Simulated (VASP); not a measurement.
# NdAgO4 (F-43m) in VASP: notebook

NdAgO4 is run at these levels: PBE; tasks: single point, relaxation of cell and atoms.

Everything below comes from runs of VASP 6.6.1. Logs are shortened: lines on timing, memory, paths and dates and some standing lists are left out, and cuts for length are marked.

**1. The cell of the first run**

Symmetry: F-43m, No. 216, cubic system. The conventional cell has a = 6.590 Å, b = 6.590 Å, c = 6.590 Å, α = 90.00°, β = 90.00°, γ = 90.00°. Within 3.6 Å of Nd (site symmetry -43m) lie 12 O at 2.73 Å and 4 Ag at 2.85 Å. Ag (site symmetry -43m) has 12 O at 2.73 Å and 4 Nd at 2.85 Å within 3.6 Å. O (site symmetry 3m) has 6 O at 2.31 to 2.35 Å and 3 Nd at 2.73 Å and 3 Ag at 2.73 Å within 3.1 Å.

The cell was built from a structure type or drawn by symmetry, and may not be a known phase.

**2. Single point, PBE**

INCAR

```
SYSTEM = NdAgO4
ALGO = Normal
EDIFF = 1E-6
ENCUT = 600
GGA = PE
GGA_COMPAT = .FALSE.
ISIF = 2
ISMEAR = 0
LASPH = .TRUE.
LCHARG = .FALSE.
LMAXMIX = 6
LREAL = .FALSE.
LWAVE = .FALSE.
NBANDS = 32
NELM = 200
PREC = Accurate
SIGMA = 0.1
```

KPOINTS

```
k-points
0
G
  4 4 4
  0 0 0
```

POSCAR

```
NdAgO4
1.0
    0.0000000000      3.2947939652      3.2947939652
    3.2947939652      0.0000000000      3.2947939652
    3.2947939652      3.2947939652      0.0000000000
Nd Ag O
1 1 4
Direct
    0.7500000000      0.7500000000      0.7500000000
    0.0000000000      0.0000000000      0.0000000000
    0.3761547963      0.3761547963      0.8715356112
    0.8715356112      0.3761547963      0.3761547963
    0.3761547963      0.3761547963      0.3761547963
    0.3761547963      0.8715356112      0.3761547963
```

Potentials or basis: VASP PAW PBE potentials, release 64 (Nd_3, Ag, O), 4f in core.

Launch:

```
> cat potpaw_PBE.64/Nd_3/POTCAR potpaw_PBE.64/Ag/POTCAR potpaw_PBE.64/O/POTCAR > POTCAR
> mpirun -np 1 vasp_std > vasp.out
```

OUTCAR:

```text
SYSTEM = NdAgO4
   EDIFF = 1E-6
   ENCUT = 600
   GGA = PE
   ISIF = 2
   ISMEAR = 0
   LASPH = .TRUE.
   LREAL = .FALSE.
   NELM = 200
   PREC = Accurate

 ion  position               nearest neighbor table
   1  0.750  0.750  0.750-   3 2.73   4 2.73   6 2.73   5 2.73   5 2.73   5 2.73   4 2.73   6 2.73
                             6 2.73   3 2.73   4 2.73   3 2.73   2 2.85   2 2.85   2 2.85   2 2.85
   2  0.000  0.000  0.000-   4 2.73   6 2.73   3 2.73   4 2.73   3 2.73   6 2.73   5 2.73   5 2.73
                             5 2.73   3 2.73   4 2.73   6 2.73   1 2.85   1 2.85   1 2.85   1 2.85
   3  0.376  0.376  0.872-   1 2.73   1 2.73   1 2.73   2 2.73   2 2.73   2 2.73
   4  0.872  0.376  0.376-   1 2.73   1 2.73   1 2.73   2 2.73   2 2.73   2 2.73
   5  0.376  0.376  0.376-   1 2.73   1 2.73   1 2.73   2 2.73   2 2.73   2 2.73
   6  0.376  0.872  0.376-   1 2.73   1 2.73   1 2.73   2 2.73   2 2.73   2 2.73

  LATTYP: Found a face centered cubic cell.
 ALAT       =     6.5895879304

  Lattice vectors:

 A1 = (   0.0000000000,   3.2947939652,   3.2947939652)
 A2 = (   3.2947939652,   0.0000000000,   3.2947939652)
 A3 = (   3.2947939652,   3.2947939652,   0.0000000000)

Analysis of symmetry for initial positions (statically):
=====================================================================
 Subroutine PRICEL returns:
 Original cell was already a primitive cell.

 Routine SETGRP: Setting up the symmetry group for a
 face centered cubic supercell.

 Subroutine GETGRP returns: Found 24 space group operations
 (whereof 24 operations were pure point group operations)
 out of a pool of 48 trial point group operations.

The static configuration has the point symmetry T_d .

Analysis of symmetry for dynamics (positions and initial velocities):
=====================================================================
 Subroutine PRICEL returns:
 Original cell was already a primitive cell.

 Routine SETGRP: Setting up the symmetry group for a
 face centered cubic supercell.

 Subroutine GETGRP returns: Found 24 space group operations
 (whereof 24 operations were pure point group operations)
 out of a pool of 48 trial point group operations.

The dynamic configuration has the point symmetry T_d .

 Subroutine INISYM returns: Found 24 space group operations
 (whereof 24 operations are pure point group operations),
 and found     1 'primitive' translations

----------------------------------------------------------------------------------------

                                     Primitive cell

  volume of cell :      71.5344

  direct lattice vectors                    reciprocal lattice vectors
     0.000000000  3.294793965  3.294793965    -0.151754557  0.151754557  0.151754557
     3.294793965  0.000000000  3.294793965     0.151754557 -0.151754557  0.151754557
     3.294793965  3.294793965  0.000000000     0.151754557  0.151754557 -0.151754557

  length of vectors
     4.659542311  4.659542311  4.659542311     0.262846604  0.262846604  0.262846604

  position of ions in fractional coordinates (direct lattice)
     0.750000000  0.750000000  0.750000000
     0.000000000  0.000000000  0.000000000
     0.376154796  0.376154796  0.871535611
     0.871535611  0.376154796  0.376154796
     0.376154796  0.376154796  0.376154796
     0.376154796  0.871535611  0.376154796

  ion indices of the primitive-cell ions
   primitive index   ion index
                 1           1
                 2           2
                 3           3
                 4           4
                 5           5
                 6           6

----------------------------------------------------------------------------------------

 KPOINTS: k-points

Automatic generation of k-mesh.
 Grid dimensions read from file:
 generate k-points for:    4    4    4

 Generating k-lattice:

  Cartesian coordinates                     Fractional coordinates (reciprocal lattice)
    -0.037938639  0.037938639  0.037938639     0.250000000  0.000000000  0.000000000
     0.037938639 -0.037938639  0.037938639     0.000000000  0.250000000  0.000000000
     0.037938639  0.037938639 -0.037938639     0.000000000  0.000000000  0.250000000

  Length of vectors
     0.065711651  0.065711651  0.065711651

  Shift w.r.t. Gamma in fractional coordinates (k-lattice)
     0.000000000  0.000000000  0.000000000

 Subroutine IBZKPT returns following result:
 ===========================================

 Found      8 irreducible k-points:

 Following reciprocal coordinates:
            Coordinates               Weight
  0.000000  0.000000  0.000000      1.000000
  0.250000  0.000000  0.000000      8.000000
  0.500000  0.000000  0.000000      4.000000
  0.250000  0.250000  0.000000      6.000000
  0.500000  0.250000  0.000000     24.000000
 -0.250000  0.250000  0.000000     12.000000
  0.500000  0.500000  0.000000      3.000000
 -0.250000  0.500000  0.250000      6.000000
   k-points           NKPTS =      8   k-points in BZ     NKDIM =      8   number of bands    NBANDS=     32
   number of dos      NEDOS =    301   number of ions     NIONS =      6
   total plane-waves  NPLWV =  64000
   dimension x,y,z NGX =    40 NGY =   40 NGZ =   40
   dimension x,y,z NGXF=    80 NGYF=   80 NGZF=   80
   ions per type =               1   1   4
   NGX,Y,Z   is equivalent  to a cutoff of  14.27, 14.27, 14.27 a.u.
   NGXF,Y,Z  is equivalent  to a cutoff of  28.54, 28.54, 28.54 a.u.
 SYSTEM =  NdAgO4
   PREC   = accura    normal or accurate (medium, high low for compatibility)
   ISTART =      0    job   : 0-new  1-cont  2-samecut
   ICHARG =      2    charge: 1-file 2-atom 10-const
   ISPIN  =      1    spin polarized calculation?
   LNONCOLLINEAR =      F non collinear calculations
   LSORBIT =      F    spin-orbit coupling
   LASPH  =      T    aspherical Exc in radial PAW
   ENCUT  =  600.0 eV  44.10 Ry    6.64 a.u.   9.31  9.31  9.31*2*pi/ulx,y,z
   NELM   =    200;   NELMIN=  2; NELMDL= -5     # of ELM steps
   EDIFF  = 0.1E-05   stopping-criterion for ELM
   LREAL  =      F    real-space projection
   EDIFFG = 0.1E-04   stopping-criterion for IOM
   NSW    =      0    number of steps for IOM
   IBRION =     -1    ionic relax: 0-MD 1-quasi-New 2-CG
   NFREE  =      0    steps in history (QN), initial steepest desc. (CG)
   ISIF   =      2    stress and relaxation
   ISYM   =      2    0-nonsym 1-usesym 2-fastsym
   POTIM  = 0.5000    time-step for ionic-motion
   TEBEG  =    0.0;   TEEND  =   0.0 temperature during run
   PSTRESS=    0.0 pullay stress
   NELECT =      46.0000    total number of electrons
   NUPDOWN=      -1.0000    fix difference up-down
   EMIN   =  10.00;   EMAX   =-10.00  energy-range for DOS
   EFERMI =   0.00;   METHOD = LEGACY
   ISMEAR =     0;   SIGMA  =   0.10  broadening in eV -4-tet -1-fermi 0-gaus
   EFERMI_NEDOS =   21; number of points for ismear=-14 and -15
   IALGO  =     38    algorithm
   IMIX   =      4    mixing-type and parameters
     AMIX     =   0.40;   BMIX     =  1.00
     AMIX_MAG =   1.60;   BMIX_MAG =  1.00
  volume/ion in A,a.u.               =      11.92        80.46
  Fermi-wavevector in a.u.,A,eV,Ry     =   1.413045  2.670267 27.166683  1.996695
  Thomas-Fermi vector in A             =   2.534731
   LORBIT       =      0    0 simple, 1 ext, 2 COOP (PROOUT), +10 PAW based schemes
   GGA     = PE    functional components
   LHFCALC =     F    Hartree Fock is set to
   AEXX    =    0.0000 exact exchange contribution
   IVDW    =     0    specifies the selected vdW correction
   LEPSILON=     F    determine dielectric tensor
   LRPA    =     F    only Hartree local field effects (RPA)
 non-spin polarized calculation
 Gauss-broadening in eV      SIGMA  =   0.10
  energy-cutoff  :      600.00
  volume of cell :       71.53
 maximum number of plane-waves:      2421
 NGX is ok and might be reduce to    40
   NGX = 19   NGY = 19   NGZ = 19

 number of electron      46.0000004 magnetization

 Free energy of the ion-electron system (eV)
  ---------------------------------------------------
  ext. energy  EPLUGINS =         0.00000000
  ---------------------------------------------------
  free energy    TOTEN  =       -28.09965214 eV

  energy without entropy =      -28.08676392  energy(sigma->0) =      -28.09320803

 E-fermi :   4.9063     XC(G=0): -11.8128

 val. band max:        4.8130379835   @ k =   0.5000   0.0000   0.0000
 cond. band min:       4.9875700844   @ k =  -0.2500   0.5000   0.2500
 fundamental gap:      0.1745321009
 Fermi energy:         4.9062799366

 k-point     1 :       0.0000    0.0000    0.0000
  band No.  band energies     occupation
      1     -32.6435      2.00000
      2     -14.1161      2.00000
      3     -13.7904      2.00000
      4     -13.7904      2.00000
      5     -13.7904      2.00000
      6     -11.3360      2.00000
[... 24 lines left out ...]
     31      11.2824      0.00000
     32      15.8797      0.00000

 k-point     2 :       0.2500    0.0000    0.0000
  band No.  band energies     occupation
      1     -32.6387      2.00000
      2     -14.6214      2.00000
      3     -13.8003      2.00000
      4     -13.8003      2.00000
      5     -13.1070      2.00000
      6     -11.6023      2.00000
[... 24 lines left out ...]
     31      10.9272      0.00000
     32      15.1410      0.00000
[... 173 lines left out ...]
     31      12.3566      0.00000
     32      13.1832      0.00000

 k-point     8 :      -0.2500    0.5000    0.2500
  band No.  band energies     occupation
      1     -32.6307      2.00000
      2     -14.5615      2.00000
      3     -14.1371      2.00000
      4     -14.0485      2.00000
      5     -12.4506      2.00000
      6     -12.0945      2.00000
[... 24 lines left out ...]
     31      12.9006      0.00000
     32      13.2724      0.00000

------------------------ aborting loop because EDIFF is reached ----------------------------------------

  FORCE on cell =-STRESS in cart. coord.  units (eV):
  Direction    XX          YY          ZZ          XY          YZ          ZX
  --------------------------------------------------------------------------------------
  -------------------------------------------------------------------------------------
  Total       -0.1236200     -0.1236200     -0.1236200      0.0000000     -0.0000000     -0.0000000
  in kB       -2.7687545     -2.7687545     -2.7687545      0.0000000     -0.0000000     -0.0000000
  external PRESSURE =      -2.7687545 kB  Pullay stress =       0.0000000 kB

 VOLUME and BASIS-vectors are now :
 -----------------------------------------------------------------------------
  energy-cutoff  :      600.00
  volume of cell :       71.53
      direct lattice vectors                 reciprocal lattice vectors
     0.000000000  3.294793965  3.294793965    -0.151754557  0.151754557  0.151754557
     3.294793965  0.000000000  3.294793965     0.151754557 -0.151754557  0.151754557
     3.294793965  3.294793965  0.000000000     0.151754557  0.151754557 -0.151754557

 POSITION                                       TOTAL-FORCE (eV/Angst)
 -----------------------------------------------------------------------------------
      4.94219      4.94219      4.94219         0.000000      0.000000      0.000000
      0.00000      0.00000      0.00000         0.000000      0.000000      0.000000
      4.11088      4.11088      2.47871        -0.007078     -0.007078      0.007078
      2.47871      4.11088      4.11088         0.007078     -0.007078     -0.007078
      2.47871      2.47871      2.47871         0.007078      0.007078      0.007078
      4.11088      2.47871      4.11088        -0.007078      0.007078     -0.007078
 -----------------------------------------------------------------------------------
    total drift:                               -0.000001     -0.000001     -0.000001

  FREE ENERGIE OF THE ION-ELECTRON SYSTEM (eV)
  ---------------------------------------------------
  free  energy   TOTEN  =       -28.0996521416 eV

  energy  without entropy=      -28.0867639163  energy(sigma->0) =      -28.09320803
```

Wall time 20 s (1 thread of Intel Xeon 6975P-C (Granite Rapids), shared host); peak memory 0.25 GiB.

What came out:

| Item | Value |
| --- | --- |
| Free energy | -28.0997 eV |
| Pressure | -0.3 GPa |
| Largest force | 0.012 eV/Å |
| Band gap on the k mesh | zero (bands 23 and 24 overlap by 0.23 eV) |

Forces in eV/Å, atoms in the order of the input:
```
Nd   0.000  0.000  0.000
Ag   0.000  0.000  0.000
O   -0.007 -0.007  0.007
O    0.007 -0.007 -0.007
O    0.007  0.007  0.007
O   -0.007  0.007 -0.007
```

Levels at points of the mesh, in eV from the Fermi level:
```
           k point  band 20  band 21  band 22  band 23  band 24  band 25  band 26  band 27
(0.00, 0.00, 0.00)    -0.13    -0.13    -0.13     0.31     0.68     0.68     0.68     4.34
(0.50, 0.00, 0.00)    -1.80    -1.54    -1.54    -0.09     0.61     0.61     1.17     4.52
(0.50, 0.50, 0.00)    -2.44    -1.87    -1.87    -1.21     0.47     0.47     2.30     3.86
```

Caveat: the k points lie up to 0.41 Å⁻¹ apart; spin-orbit coupling is left out, which moves the levels of the heavy elements; the 4f electrons are frozen in the core, so they carry no moment and show no levels; the run has no spin polarisation, though such a crystal can be magnetic. With open d or f shells a metallic result of PBE can be an artefact of self-interaction; +U or a hybrid may open a gap.

[end of part 1 of 2]
